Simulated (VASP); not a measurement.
# Ga (P4/mmm) in VASP: a series of runs

The runs below take Ga through single point, with PBE.

All numbers are computed with VASP 6.6.1; they aren't measurements. Logs are shortened: lines on timing, memory, paths and dates and some standing lists are left out, and cuts for length are marked.

### 1 The cell of the first run

The structure is tetragonal, space group P4/mmm (No. 123). The conventional cell has a = 2.764 Å, b = 2.764 Å, c = 2.661 Å, α = 90.00°, β = 90.00°, γ = 90.00°. Within 3.5 Å of Ga (site symmetry 4/mmm) lie 6 Ga at 2.66 to 2.76 Å.

### 2 Single point, PBE

INCAR

```
SYSTEM = Ga
PREC = Accurate ; ENCUT = 520
EDIFF = 1E-6 ; ISMEAR = 0
SIGMA = 0.1 ; LREAL = .False.
LASPH = .True. ; NELM = 80
ALGO = Normal ; ISIF = 2
LWAVE = .False. ; LCHARG = .False.
GGA = PE ; NBANDS = 12
```

KPOINTS

```
Automatic mesh
0
Gamma
  6 6 8
  0 0 0
```

POSCAR

```
Ga
1.0
    2.7643261576      0.0000000000      0.0000000000
    0.0000000000      2.7643261576      0.0000000000
    0.0000000000      0.0000000000      2.6605426123
Ga
1
Direct
    0.0000000000      0.0000000000      0.0000000000
```

Potentials or basis: VASP PAW PBE potentials, release 64 (Ga_d).

Run with:

```
cat potpaw_PBE.64/Ga_d/POTCAR > POTCAR
mpirun -np 1 vasp_std > vasp.out
```

OUTCAR:

```text
SYSTEM = Ga
   PREC = Accurate
   ENCUT = 520
   EDIFF = 1E-6
   ISMEAR = 0
   LREAL = .False.
   LASPH = .True.
   NELM = 80
   ISIF = 2
   GGA = PE

 ion  position               nearest neighbor table
   1  0.000  0.000  0.000-

  LATTYP: Found a simple tetragonal cell.
 ALAT       =     2.7643261576
 C/A-ratio  =     0.9624561143

  Lattice vectors:

 A1 = (   2.7643261576,   0.0000000000,   0.0000000000)
 A2 = (   0.0000000000,   2.7643261576,   0.0000000000)
 A3 = (   0.0000000000,   0.0000000000,   2.6605426123)

Analysis of symmetry for initial positions (statically):
=====================================================================
 Subroutine PRICEL returns:
 Original cell was already a primitive cell.

 Routine SETGRP: Setting up the symmetry group for a
 simple tetragonal supercell.

 Subroutine GETGRP returns: Found 16 space group operations
 (whereof 16 operations were pure point group operations)
 out of a pool of 16 trial point group operations.

The static configuration has the point symmetry D_4h.

Analysis of symmetry for dynamics (positions and initial velocities):
=====================================================================
 Subroutine PRICEL returns:
 Original cell was already a primitive cell.

 Routine SETGRP: Setting up the symmetry group for a
 simple tetragonal supercell.

 Subroutine GETGRP returns: Found 16 space group operations
 (whereof 16 operations were pure point group operations)
 out of a pool of 16 trial point group operations.

The dynamic configuration has the point symmetry D_4h.

 Subroutine INISYM returns: Found 16 space group operations
 (whereof 16 operations are pure point group operations),
 and found     1 'primitive' translations

----------------------------------------------------------------------------------------

                                     Primitive cell

  volume of cell :      20.3305

  direct lattice vectors                    reciprocal lattice vectors
     2.764326158  0.000000000  0.000000000     0.361751813  0.000000000  0.000000000
     0.000000000  2.764326158  0.000000000     0.000000000  0.361751813  0.000000000
     0.000000000  0.000000000  2.660542612     0.000000000  0.000000000  0.375863177

  length of vectors
     2.764326158  2.764326158  2.660542612     0.361751813  0.361751813  0.375863177

  position of ions in fractional coordinates (direct lattice)
     0.000000000  0.000000000  0.000000000

  ion indices of the primitive-cell ions
   primitive index   ion index
                 1           1

----------------------------------------------------------------------------------------

 KPOINTS: Automatic mesh

Automatic generation of k-mesh.
 Grid dimensions read from file:
 generate k-points for:    6    6    8

 Generating k-lattice:

  Cartesian coordinates                     Fractional coordinates (reciprocal lattice)
     0.060291969  0.000000000  0.000000000     0.166666667  0.000000000  0.000000000
     0.000000000  0.060291969  0.000000000     0.000000000  0.166666667  0.000000000
     0.000000000  0.000000000  0.046982897     0.000000000  0.000000000  0.125000000

  Length of vectors
     0.060291969  0.060291969  0.046982897

  Shift w.r.t. Gamma in fractional coordinates (k-lattice)
     0.000000000  0.000000000  0.000000000

 Subroutine IBZKPT returns following result:
 ===========================================

 Found     50 irreducible k-points:

 Following reciprocal coordinates:
            Coordinates               Weight
  0.000000  0.000000  0.000000      1.000000
  0.166667  0.000000  0.000000      4.000000
  0.333333  0.000000  0.000000      4.000000
  0.500000  0.000000  0.000000      2.000000
  0.166667  0.166667  0.000000      4.000000
  0.333333  0.166667  0.000000      8.000000
[... 16 lines left out ...]
  0.333333  0.000000  0.250000      8.000000
  0.500000  0.000000  0.250000      4.000000
 [... further k-points ...]
   k-points           NKPTS =     50   k-points in BZ     NKDIM =     50   number of bands    NBANDS=     12
   number of dos      NEDOS =    301   number of ions     NIONS =      1
   total plane-waves  NPLWV =  11520
   dimension x,y,z NGX =    24 NGY =   24 NGZ =   20
   dimension x,y,z NGXF=    48 NGYF=   48 NGZF=   40
   ions per type =               1
   NGX,Y,Z   is equivalent  to a cutoff of  14.43, 14.43, 12.50 a.u.
   NGXF,Y,Z  is equivalent  to a cutoff of  28.87, 28.87, 24.99 a.u.
 SYSTEM =  Ga
   PREC   = accura    normal or accurate (medium, high low for compatibility)
   ISTART =      0    job   : 0-new  1-cont  2-samecut
   ICHARG =      2    charge: 1-file 2-atom 10-const
   ISPIN  =      1    spin polarized calculation?
   LNONCOLLINEAR =      F non collinear calculations
   LSORBIT =      F    spin-orbit coupling
   LASPH  =      T    aspherical Exc in radial PAW
   ENCUT  =  520.0 eV  38.22 Ry    6.18 a.u.   5.14  5.14  4.95*2*pi/ulx,y,z
   NELM   =     80;   NELMIN=  2; NELMDL= -5     # of ELM steps
   EDIFF  = 0.1E-05   stopping-criterion for ELM
   LREAL  =      F    real-space projection
   EDIFFG = 0.1E-04   stopping-criterion for IOM
   NSW    =      0    number of steps for IOM
   IBRION =     -1    ionic relax: 0-MD 1-quasi-New 2-CG
   NFREE  =      0    steps in history (QN), initial steepest desc. (CG)
   ISIF   =      2    stress and relaxation
   ISYM   =      2    0-nonsym 1-usesym 2-fastsym
   POTIM  = 0.5000    time-step for ionic-motion
   TEBEG  =    0.0;   TEEND  =   0.0 temperature during run
   PSTRESS=    0.0 pullay stress
   NELECT =      13.0000    total number of electrons
   NUPDOWN=      -1.0000    fix difference up-down
   EMIN   =  10.00;   EMAX   =-10.00  energy-range for DOS
   EFERMI =   0.00;   METHOD = LEGACY
   ISMEAR =     0;   SIGMA  =   0.10  broadening in eV -4-tet -1-fermi 0-gaus
   EFERMI_NEDOS =   21; number of points for ismear=-14 and -15
   IALGO  =     38    algorithm
   IMIX   =      4    mixing-type and parameters
     AMIX     =   0.40;   BMIX     =  1.00
     AMIX_MAG =   1.60;   BMIX_MAG =  1.00
  volume/ion in A,a.u.               =      20.33       137.20
  Fermi-wavevector in a.u.,A,eV,Ry     =   1.410392  2.665253 27.064767  1.989204
  Thomas-Fermi vector in A             =   2.532350
   LORBIT       =      0    0 simple, 1 ext, 2 COOP (PROOUT), +10 PAW based schemes
   GGA     = PE    functional components
   LHFCALC =     F    Hartree Fock is set to
   AEXX    =    0.0000 exact exchange contribution
   IVDW    =     0    specifies the selected vdW correction
   LEPSILON=     F    determine dielectric tensor
   LRPA    =     F    only Hartree local field effects (RPA)
 non-spin polarized calculation
 Gauss-broadening in eV      SIGMA  =   0.10
  energy-cutoff  :      520.00
  volume of cell :       20.33
 maximum number of plane-waves:       554
 NGX is ok and might be reduce to    24
   NGX = 11   NGY = 11   NGZ =  9

 number of electron      12.9999992 magnetization

 Free energy of the ion-electron system (eV)
  ---------------------------------------------------
  ext. energy  EPLUGINS =         0.00000000
  ---------------------------------------------------
  free energy    TOTEN  =        -2.80078392 eV

  energy without entropy =       -2.79945659  energy(sigma->0) =       -2.80012026

 E-fermi :   4.5631     XC(G=0): -10.5682

 val. band max:        4.4431322120   @ k =   0.3333   0.1667   0.1250
 cond. band min:       4.6254119714   @ k =   0.3333   0.3333   0.5000
 fundamental gap:      0.1822797594
 Fermi energy:         4.5630938499

 k-point     1 :       0.0000    0.0000    0.0000
  band No.  band energies     occupation
      1     -10.4823      2.00000
      2     -10.4276      2.00000
      3      -9.9707      2.00000
      4      -9.9449      2.00000
      5      -9.9449      2.00000
      6      -5.8295      2.00000
      7      13.0006      0.00000
      8      13.0006      0.00000
      9      14.5263      0.00000
     10      16.0120      0.00000
     11      16.6262      0.00000
     12      19.0877      0.00000

 k-point     2 :       0.1667    0.0000    0.0000
  band No.  band energies     occupation
      1     -10.4668      2.00000
      2     -10.3601      2.00000
      3     -10.0023      2.00000
      4      -9.9744      2.00000
      5      -9.9424      2.00000
      6      -5.2854      2.00000
      7       8.4762      0.00000
      8      13.5452      0.00000
      9      15.0744      0.00000
     10      16.8319      0.00000
     11      18.9059      0.00000
     12      22.2797      0.00000

 k-point     3 :       0.3333    0.0000    0.0000
  band No.  band energies     occupation
      1     -10.4469      2.00000
      2     -10.2229      2.00000
      3     -10.0647      2.00000
      4     -10.0328      2.00000
      5      -9.9375      2.00000
      6      -3.6580      2.00000
      7       3.6000      2.00000
      8      14.9996      0.00000
      9      16.5422      0.00000
     10      18.2146      0.00000
     11      20.2073      0.00000
     12      23.9950      0.00000

 k-point     4 :       0.5000    0.0000    0.0000
  band No.  band energies     occupation
      1     -10.4378      2.00000
      2     -10.1574      2.00000
      3     -10.0955      2.00000
      4     -10.0617      2.00000
      5      -9.9350      2.00000
      6      -1.7463      2.00000
      7       0.5808      2.00000
      8      16.1783      0.00000
      9      17.7399      0.00000
     10      20.0199      0.00000
     11      20.7820      0.00000
     12      21.7832      0.00000

 k-point     5 :       0.1667    0.1667    0.0000
  band No.  band energies     occupation
      1     -10.4384      2.00000
      2     -10.3001      2.00000
      3     -10.0408      2.00000
      4      -9.9731      2.00000
      5      -9.9700      2.00000
      6      -4.7435      2.00000
      7       8.6559      0.00000
      8       9.3919      0.00000
      9      15.6237      0.00000
     10      18.9931      0.00000
     11      21.8067      0.00000
     12      22.2957      0.00000
[... 228 lines left out ...]
      1     -10.4045      2.00000
      2     -10.2789      2.00000
      3     -10.0312      2.00000
      4     -10.0312      2.00000
      5      -9.9629      2.00000
      6      -4.4941      2.00000
      7       6.7226      0.00000
      8      14.3471      0.00000
      9      14.3471      0.00000
     10      17.1496      0.00000
     11      18.4785      0.00000
     12      26.8394      0.00000

 k-point    22 :       0.1667    0.0000    0.2500
  band No.  band energies     occupation
      1     -10.3571      2.00000
      2     -10.2324      2.00000
      3     -10.0760      2.00000
      4     -10.0278      2.00000
      5      -9.9931      2.00000
      6      -3.9547      2.00000
      7       7.1851      0.00000
      8       9.8950      0.00000
      9      14.8939      0.00000
     10      18.1963      0.00000
     11      20.8605      0.00000
     12      23.8064      0.00000

 k-point    23 :       0.3333    0.0000    0.2500
  band No.  band energies     occupation
      1     -10.3145      2.00000
      2     -10.1625      2.00000
      3     -10.0929      2.00000
      4     -10.0536      2.00000
      5     -10.0202      2.00000
      6      -2.3519      2.00000
      7       4.8449      0.00007
      8       8.8836      0.00000
      9      16.2260      0.00000
     10      16.3611      0.00000
     11      19.9582      0.00000
     12      25.1909      0.00000

 k-point    24 :       0.5000    0.0000    0.2500
  band No.  band energies     occupation
      1     -10.3014      2.00000
      2     -10.2047      2.00000
      3     -10.0831      2.00000
      4     -10.0173      2.00000
      5     -10.0168      2.00000
      6      -0.4989      2.00000
      7       1.9163      2.00000
      8      10.3013      0.00000
      9      13.8045      0.00000
     10      17.5671      0.00000
     11      22.2213      0.00000
     12      22.2994      0.00000

 [... further k-points ...]
[... 5 lines left out ...]
  --------------------------------------------------------------------------------------
  -------------------------------------------------------------------------------------
  Total        0.0027089      0.0027089      0.0114638      0.0000000     -0.0000000      0.0000000
  in kB        0.2134771      0.2134771      0.9034219      0.0000000     -0.0000000      0.0000000
  external PRESSURE =       0.4434587 kB  Pullay stress =       0.0000000 kB

 VOLUME and BASIS-vectors are now :
 -----------------------------------------------------------------------------
  energy-cutoff  :      520.00
  volume of cell :       20.33
      direct lattice vectors                 reciprocal lattice vectors
     2.764326158  0.000000000  0.000000000     0.361751813  0.000000000  0.000000000
     0.000000000  2.764326158  0.000000000     0.000000000  0.361751813  0.000000000
     0.000000000  0.000000000  2.660542612     0.000000000  0.000000000  0.375863177

 POSITION                                       TOTAL-FORCE (eV/Angst)
 -----------------------------------------------------------------------------------
      0.00000      0.00000      0.00000         0.000000      0.000000      0.000000
 -----------------------------------------------------------------------------------
    total drift:                                0.000000     -0.000000      0.000000

  FREE ENERGIE OF THE ION-ELECTRON SYSTEM (eV)
  ---------------------------------------------------
  free  energy   TOTEN  =        -2.8007839225 eV

  energy  without entropy=       -2.7994565935  energy(sigma->0) =       -2.80012026
```

It took 3.2 s on 1 thread of Intel Xeon 6975P-C (Granite Rapids), shared host; peak memory 0.13 GiB.

What came out:

| Item | Value |
| --- | --- |
| Free energy | -2.8008 eV |
| Pressure | 0.0 GPa |

Caveat: the k points lie up to 0.38 Å⁻¹ apart.

### 3 Single point, PBE (volume scaled by 0.88, then relaxed in part)

INCAR

```
PREC = Accurate ; ENCUT = 520
EDIFF = 1E-6 ; ISMEAR = 0
SIGMA = 0.1 ; LREAL = F
LASPH = T ; NELM = 80
ALGO = Fast ; ISIF = 2
LWAVE = F ; LCHARG = F
GGA = PE ; NBANDS = 12
```

KPOINTS

```
regular mesh
0
Gamma
  20 20 20
```

POSCAR

```
Ga
1.0
    2.6028278423      0.0000000000      0.0000000000
    0.0000000000      2.6028278423      0.0000000000
    0.0000000000      0.0000000000      2.6038346390
Ga
1
Direct
    0.0000000000      0.0000000000      0.0000000000
```

Potentials or basis: VASP PAW PBE potentials, release 64 (Ga_d).

Run with:

```
cat potpaw_PBE.64/Ga_d/POTCAR > POTCAR
mpirun -np 1 vasp_std > vasp.out
```

It took 38 s on 1 thread of Intel Xeon 6975P-C (Granite Rapids), shared host; peak memory 0.24 GiB.

Results (log left out):

| Item | Value |
| --- | --- |
| Free energy | -2.7696 eV |
| Pressure | 8.4 GPa |

Levels at points of the mesh, in eV from the Fermi level:
```tsv
k point	band 4	band 5	band 6	band 7	band 8	band 9	band 10	band 11
(0.00, 0.00, 0.00)	-14.59	-14.59	-11.43	9.88	9.90	9.90	12.78	12.79
(0.50, 0.00, 0.00)	-14.78	-14.57	-6.35	-4.69	13.90	13.92	16.98	17.67
(0.50, 0.50, 0.00)	-14.75	-14.41	-1.06	-0.80	-0.80	4.27	18.14	21.91
(0.00, 0.00, 0.50)	-14.78	-14.57	-6.36	-4.69	13.91	13.91	16.98	17.68
(0.50, 0.00, 0.50)	-14.75	-14.41	-1.07	-0.81	-0.80	4.26	18.15	21.92
(0.50, 0.50, 0.50)	-14.40	-14.40	2.96	2.96	2.96	5.46	8.64	8.64
```

### 4 Single point, PBE (volume scaled by 0.91, then relaxed in part)

INCAR: that of step 3 with these lines changed.

```diff
@@ -3,3 +3,3 @@
 SIGMA = 0.1 ; LREAL = F
-LASPH = T ; NELM = 80
+LASPH = T ; NELM = 100
 ALGO = Fast ; ISIF = 2
```

KPOINTS

```
Automatic mesh
0
Gamma
  20 20 20
```

POSCAR

```
Ga
1.0
    2.6320755470      0.0000000000      0.0000000000
    0.0000000000      2.6320755470      0.0000000000
    0.0000000000      0.0000000000      2.6330936570
Ga
1
Direct
    0.0000000000      0.0000000000      0.0000000000
```

Run with:

```
cat potpaw_PBE.64/Ga_d/POTCAR > POTCAR
mpirun -np 1 vasp_std > vasp.out
```

Wall time 37 s (1 thread of Intel Xeon 6975P-C (Granite Rapids), shared host); peak memory 0.25 GiB.

Results (log left out):

```
Free energy : -2.7964 eV
Pressure    : 5.7 GPa
```

Levels at points of the mesh, in eV from the Fermi level:
```tsv
k point	band 4	band 5	band 6	band 7	band 8	band 9	band 10	band 11
(0.00, 0.00, 0.00)	-14.59	-14.59	-11.19	9.63	9.65	9.65	12.54	12.55
(0.50, 0.00, 0.00)	-14.76	-14.57	-6.31	-4.53	13.48	13.50	16.60	17.34
(0.50, 0.50, 0.00)	-14.74	-14.42	-1.22	-0.76	-0.76	4.26	17.52	21.52
(0.00, 0.00, 0.50)	-14.76	-14.57	-6.32	-4.53	13.50	13.50	16.60	17.35
(0.50, 0.00, 0.50)	-14.74	-14.42	-1.23	-0.77	-0.76	4.25	17.53	21.53
(0.50, 0.50, 0.50)	-14.41	-14.41	2.87	2.87	2.87	4.99	8.52	8.52
```

### 5 Summary

| cell | k mesh | gap on the mesh (eV) | pressure (GPa) |
| --- | --- | --- | --- |
| a = 2.764, b = 2.764, c = 2.661 Å, 1 atom | 6 × 6 × 8 | none | 0.0 |
| a = 2.603, b = 2.603, c = 2.604 Å, 1 atom | 20 × 20 × 20 | none | 8.4 |
| a = 2.632, b = 2.632, c = 2.633 Å, 1 atom | 20 × 20 × 20 | none | 5.7 |

Alike in all rows: task single point; level PBE; potentials or basis VASP PAW PBE potentials, release 64 (Ga_d); no spin polarisation; cutoff (eV) 520; smearing gaussian 0.1 eV.

Caveats: some runs use coarse meshes.

Absolute energies hang on the potentials; compare differences alone.
